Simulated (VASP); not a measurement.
Runs of VASP 6.6.1 on LiCl. The structure is that of space group F-43m (No. 216), or close to it. The cells are those of the table. 

| cell | gap on the mesh (eV) |
| --- | --- |
| a = 3.865 Å, angles 60.0°, 2 atoms | 6.05 |
| a = 3.990 Å, angles 60.0°, 2 atoms | (a) |
| a = 3.800 Å, angles 60.0°, 2 atoms | 6.24 |
| a = 3.928 Å, angles 60.0°, 2 atoms | (b) |
| a = 3.732 Å, angles 60.0°, 2 atoms | 6.44 |

Alike in all rows: task single point; level PBE; potentials or basis VASP PAW PBE potentials, release 64 (Li_sv, Cl); no spin polarisation; k mesh 4 × 4 × 4; cutoff (eV) 520; smearing gaussian 0.01 eV.

Q: Estimate the missing entries.

A: (a) 5.74; (b) 5.89.

Caveats: all runs use coarse meshes.

A k mesh can miss the band edges.
